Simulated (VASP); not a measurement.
# Rh (P6_3/mmc) in VASP: further runs

Rh is run at these levels: PBEsol; tasks: single point.

All numbers are computed with VASP 6.6.1; they aren't measurements. Logs are shortened: lines on timing, memory, paths and dates and some standing lists are left out, and cuts for length are marked.

## 1. The cell of the first run

The structure is hexagonal, space group P6_3/mmc (No. 194). The conventional cell has a = 2.595 Å, b = 2.595 Å, c = 8.728 Å, α = 90.00°, β = 90.00°, γ = 120.00°. Rh (site symmetry -3m) has 12 Rh at 2.60 to 2.65 Å within 3.4 Å. Within 3.4 Å of Rh (site symmetry -6m2) lie 12 Rh at 2.60 to 2.65 Å.

This isn't the form of Rh at room conditions, which is fcc.

## 2. Single point, PBEsol

The input, INCAR:

```
ALGO = Fast
EDIFF = 1E-6
ENCUT = 520
GGA = PS
ISIF = 2
ISMEAR = 0
LASPH = True
LCHARG = False
LREAL = False
LWAVE = False
NBANDS = 38
NELM = 100
PREC = Accurate
SIGMA = 0.15
```

The input, KPOINTS:

```
k-points
0
Gamma
  18 18 6
```

The input, POSCAR:

```
Rh
1.0
    2.5953000000      0.0000000000      0.0000000000
   -1.2976500000      2.2475957304      0.0000000000
    0.0000000000      0.0000000000      8.7275109659
Rh
4
Direct
    0.0000000000      0.0000000000      0.0000000000
    0.3333333333      0.6666666667      0.2500000000
    0.0000000000      0.0000000000      0.5000000000
    0.6666666667      0.3333333333      0.7500000000
```

Potentials or basis: VASP PAW PBE potentials, release 64 (Rh_pv).

The run is started by

```sh
$ cat potpaw_PBE.64/Rh_pv/POTCAR > POTCAR
$ mpirun -np 1 vasp_std > vasp.out
```

OUTCAR:

```text
EDIFF = 1E-6
   ENCUT = 520
   GGA = PS
   ISIF = 2
   ISMEAR = 0
   LASPH = True
   LREAL = False
   NELM = 100
   PREC = Accurate

 ion  position               nearest neighbor table
   1  0.000  0.000  0.000-   2 2.65   4 2.65   2 2.65   4 2.65   4 2.65   2 2.65
   2  0.333  0.667  0.250-   1 2.65   3 2.65   1 2.65   3 2.65   1 2.65   3 2.65
   3  0.000  0.000  0.500-   2 2.65   4 2.65   2 2.65   4 2.65   4 2.65   2 2.65
   4  0.667  0.333  0.750-   1 2.65   3 2.65   1 2.65   3 2.65   1 2.65   3 2.65

  LATTYP: Found a hexagonal cell.
 ALAT       =     2.5953000000
 C/A-ratio  =     3.3628139197

  Lattice vectors:

 A1 = (   2.5953000000,   0.0000000000,   0.0000000000)
 A2 = (  -1.2976500000,   2.2475957304,   0.0000000000)
 A3 = (   0.0000000000,   0.0000000000,   8.7275109659)

Analysis of symmetry for initial positions (statically):
=====================================================================
 Subroutine PRICEL returns:
 Original cell was already a primitive cell.

 Routine SETGRP: Setting up the symmetry group for a
 hexagonal supercell.

 Subroutine GETGRP returns: Found 24 space group operations
 (whereof 12 operations were pure point group operations)
 out of a pool of 24 trial point group operations.

The static configuration has the point symmetry D_3d.
 The point group associated with its full space group is D_6h.

Analysis of symmetry for dynamics (positions and initial velocities):
=====================================================================
 Subroutine PRICEL returns:
 Original cell was already a primitive cell.

 Routine SETGRP: Setting up the symmetry group for a
 hexagonal supercell.

 Subroutine GETGRP returns: Found 24 space group operations
 (whereof 12 operations were pure point group operations)
 out of a pool of 24 trial point group operations.

The dynamic configuration has the point symmetry D_3d.
 The point group associated with its full space group is D_6h.

 Subroutine INISYM returns: Found 24 space group operations
 (whereof 12 operations are pure point group operations),
 and found     1 'primitive' translations

----------------------------------------------------------------------------------------

                                     Primitive cell

  volume of cell :      50.9092

  direct lattice vectors                    reciprocal lattice vectors
     2.595300000  0.000000000  0.000000000     0.385311910  0.222459935  0.000000000
    -1.297650000  2.247595730  0.000000000     0.000000000  0.444919870  0.000000000
     0.000000000  0.000000000  8.727510966     0.000000000  0.000000000  0.114580206

  length of vectors
     2.595300000  2.595300000  8.727510966     0.444919870  0.444919870  0.114580206

  position of ions in fractional coordinates (direct lattice)
     0.000000000  0.000000000  0.000000000
     0.333333333  0.666666667  0.250000000
     0.000000000  0.000000000  0.500000000
     0.666666667  0.333333333  0.750000000

  ion indices of the primitive-cell ions
   primitive index   ion index
                 1           1
                 2           2
                 3           3
                 4           4

----------------------------------------------------------------------------------------

 KPOINTS: k-points

Automatic generation of k-mesh.
 Grid dimensions read from file:
 generate k-points for:   18   18    6

 Generating k-lattice:

  Cartesian coordinates                     Fractional coordinates (reciprocal lattice)
     0.021406217  0.012358885  0.000000000     0.055555556 -0.000000000  0.000000000
     0.000000000  0.024717771  0.000000000     0.000000000  0.055555556  0.000000000
     0.000000000  0.000000000  0.019096701     0.000000000  0.000000000  0.166666667

  Length of vectors
     0.024717771  0.024717771  0.019096701

  Shift w.r.t. Gamma in fractional coordinates (k-lattice)
     0.000000000  0.000000000  0.000000000

 Subroutine IBZKPT returns following result:
 ===========================================

 Found    148 irreducible k-points:

 Following reciprocal coordinates:
            Coordinates               Weight
  0.000000  0.000000  0.000000      1.000000
  0.055556  0.000000  0.000000      6.000000
  0.111111  0.000000  0.000000      6.000000
  0.166667  0.000000  0.000000      6.000000
  0.222222  0.000000  0.000000      6.000000
  0.277778  0.000000  0.000000      6.000000
[... 16 lines left out ...]
  0.333333  0.111111  0.000000     12.000000
  0.388889  0.111111  0.000000     12.000000
 [... further k-points ...]
   k-points           NKPTS =    148   k-points in BZ     NKDIM =    148   number of bands    NBANDS=     38
   number of dos      NEDOS =    301   number of ions     NIONS =      4
   total plane-waves  NPLWV =  28000
   dimension x,y,z NGX =    20 NGY =   20 NGZ =   70
   dimension x,y,z NGXF=    40 NGYF=   40 NGZF=  140
   ions per type =               4
   NGX,Y,Z   is equivalent  to a cutoff of  12.81, 12.81, 13.33 a.u.
   NGXF,Y,Z  is equivalent  to a cutoff of  25.62, 25.62, 26.67 a.u.
 SYSTEM =  unknown system
   PREC   = accura    normal or accurate (medium, high low for compatibility)
   ISTART =      0    job   : 0-new  1-cont  2-samecut
   ICHARG =      2    charge: 1-file 2-atom 10-const
   ISPIN  =      1    spin polarized calculation?
   LNONCOLLINEAR =      F non collinear calculations
   LSORBIT =      F    spin-orbit coupling
   LASPH  =      T    aspherical Exc in radial PAW
   ENCUT  =  520.0 eV  38.22 Ry    6.18 a.u.   4.83  4.83 16.23*2*pi/ulx,y,z
   NELM   =    100;   NELMIN=  2; NELMDL= -5     # of ELM steps
   EDIFF  = 0.1E-05   stopping-criterion for ELM
   LREAL  =      F    real-space projection
   EDIFFG = 0.1E-04   stopping-criterion for IOM
   NSW    =      0    number of steps for IOM
   IBRION =     -1    ionic relax: 0-MD 1-quasi-New 2-CG
   NFREE  =      0    steps in history (QN), initial steepest desc. (CG)
   ISIF   =      2    stress and relaxation
   ISYM   =      2    0-nonsym 1-usesym 2-fastsym
   POTIM  = 0.5000    time-step for ionic-motion
   TEBEG  =    0.0;   TEEND  =   0.0 temperature during run
   PSTRESS=    0.0 pullay stress
   NELECT =      60.0000    total number of electrons
   NUPDOWN=      -1.0000    fix difference up-down
   EMIN   =  10.00;   EMAX   =-10.00  energy-range for DOS
   EFERMI =   0.00;   METHOD = LEGACY
   ISMEAR =     0;   SIGMA  =   0.15  broadening in eV -4-tet -1-fermi 0-gaus
   EFERMI_NEDOS =   21; number of points for ismear=-14 and -15
   IALGO  =     68    algorithm
   IMIX   =      4    mixing-type and parameters
     AMIX     =   0.40;   BMIX     =  1.00
     AMIX_MAG =   1.60;   BMIX_MAG =  1.00
  volume/ion in A,a.u.               =      12.73        85.89
  Fermi-wavevector in a.u.,A,eV,Ry     =   1.729258  3.267824 40.685966  2.990334
  Thomas-Fermi vector in A             =   2.804038
   LORBIT       =      0    0 simple, 1 ext, 2 COOP (PROOUT), +10 PAW based schemes
   GGA     = PS    functional components
   LHFCALC =     F    Hartree Fock is set to
   AEXX    =    0.0000 exact exchange contribution
   IVDW    =     0    specifies the selected vdW correction
   LEPSILON=     F    determine dielectric tensor
   LRPA    =     F    only Hartree local field effects (RPA)
 non-spin polarized calculation
 RMM-DIIS sequential band-by-band and
 Gauss-broadening in eV      SIGMA  =   0.15
  energy-cutoff  :      520.00
  volume of cell :       50.91
 maximum number of plane-waves:      1395
 NGX is ok and might be reduce to    20
   NGX =  9   NGY =  9   NGZ = 33

 number of electron      59.9999987 magnetization

 Free energy of the ion-electron system (eV)
  ---------------------------------------------------
  ext. energy  EPLUGINS =         0.00000000
  ---------------------------------------------------
  free energy    TOTEN  =       -32.25832743 eV

  energy without entropy =      -32.20313697  energy(sigma->0) =      -32.23073220

 E-fermi :  13.2577     XC(G=0): -14.7196

 val. band max:       13.2560011928   @ k =   0.5000   0.0000   0.1667
 cond. band min:      13.2608216240   @ k =   0.2778   0.0556   0.3333
 fundamental gap:      0.0048204311
 Fermi energy:        13.2576586476

 k-point     1 :       0.0000    0.0000    0.0000
  band No.  band energies     occupation
      1     -34.1299      2.00000
      2     -33.6986      2.00000
      3     -33.6873      2.00000
      4     -33.3322      2.00000
      5     -33.3322      2.00000
      6     -33.2859      2.00000
[... 30 lines left out ...]
     37      22.1622      0.00000
     38      27.6919      0.00000

 k-point     2 :       0.0556    0.0000    0.0000
  band No.  band energies     occupation
      1     -34.1206      2.00000
      2     -33.6995      2.00000
      3     -33.6886      2.00000
      4     -33.3569      2.00000
      5     -33.3397      2.00000
      6     -33.3061      2.00000
[... 30 lines left out ...]
     37      22.1388      0.00000
     38      27.8430      0.00000

 k-point     3 :       0.1111    0.0000    0.0000
  band No.  band energies     occupation
      1     -34.0932      2.00000
      2     -33.7051      2.00000
      3     -33.6960      2.00000
      4     -33.4266      2.00000
      5     -33.3630      2.00000
      6     -33.3608      2.00000
[... 30 lines left out ...]
     37      22.0743      0.00000
     38      28.2406      0.00000

 k-point     4 :       0.1667    0.0000    0.0000
  band No.  band energies     occupation
      1     -34.0499      2.00000
      2     -33.7257      2.00000
      3     -33.7229      2.00000
      4     -33.5302      2.00000
      5     -33.4523      2.00000
      6     -33.4156      2.00000
[... 30 lines left out ...]
     37      21.9870      0.00000
     38      28.7014      0.00000
[... 703 lines left out ...]
      4     -33.8612      2.00000
      5     -33.8268      2.00000
      6     -33.5623      2.00000
[... 30 lines left out ...]
     37      22.1684      0.00000
     38      24.9654      0.00000

 k-point    23 :       0.3333    0.1111    0.0000
  band No.  band energies     occupation
      1     -34.0930      2.00000
      2     -34.0621      2.00000
      3     -33.9809      2.00000
      4     -33.9440      2.00000
      5     -33.7578      2.00000
      6     -33.5901      2.00000
[... 30 lines left out ...]
     37      23.1249      0.00000
     38      23.6935      0.00000

 k-point    24 :       0.3889    0.1111    0.0000
  band No.  band energies     occupation
      1     -34.1511      2.00000
      2     -34.1142      2.00000
      3     -34.0389      2.00000
      4     -33.9963      2.00000
      5     -33.6920      2.00000
      6     -33.6110      2.00000
[... 30 lines left out ...]
     37      23.4270      0.00000
     38      23.5093      0.00000

 [... further k-points ...]

------------------------ aborting loop because EDIFF is reached ----------------------------------------

  FORCE on cell =-STRESS in cart. coord.  units (eV):
  Direction    XX          YY          ZZ          XY          YZ          ZX
  --------------------------------------------------------------------------------------
  -------------------------------------------------------------------------------------
  Total        8.3013734      8.3013734      3.7383506      0.0000000      0.0000000      0.0000000
  in kB      261.2548522    261.2548522    117.6506809      0.0000000      0.0000000      0.0000000
  external PRESSURE =     213.3867951 kB  Pullay stress =       0.0000000 kB

 VOLUME and BASIS-vectors are now :
 -----------------------------------------------------------------------------
  energy-cutoff  :      520.00
  volume of cell :       50.91
      direct lattice vectors                 reciprocal lattice vectors
     2.595300000  0.000000000  0.000000000     0.385311910  0.222459935  0.000000000
    -1.297650000  2.247595730  0.000000000     0.000000000  0.444919870  0.000000000
     0.000000000  0.000000000  8.727510966     0.000000000  0.000000000  0.114580206

 POSITION                                       TOTAL-FORCE (eV/Angst)
 -----------------------------------------------------------------------------------
      0.00000      0.00000      0.00000        -0.000000      0.000000     -0.000000
     -0.00000      1.49840      2.18188        -0.000000      0.000000      0.000000
      0.00000      0.00000      4.36376        -0.000000      0.000000     -0.000000
      1.29765      0.74920      6.54563         0.000000      0.000000      0.000000
 -----------------------------------------------------------------------------------
    total drift:                                0.000000     -0.000000      0.000000

  FREE ENERGIE OF THE ION-ELECTRON SYSTEM (eV)
  ---------------------------------------------------
  free  energy   TOTEN  =       -32.2583274293 eV

  energy  without entropy=      -32.2031369685  energy(sigma->0) =      -32.23073220
```

It took 4.6 min on 1 thread of Intel Xeon 8259CL, shared host; peak memory 0.31 GiB.

Results:

| Quantity | Value |
| --- | --- |
| Free energy | -32.2583 eV |
| Pressure | 21.3 GPa |
| Band gap on the k mesh | zero (bands 30 and 31 overlap by 2.32 eV) |

Caveat: the cell stands under pressure; the PAW data sets were made with another functional, which shifts forces and pressure a little.

(Continued in part 2 of 3.)
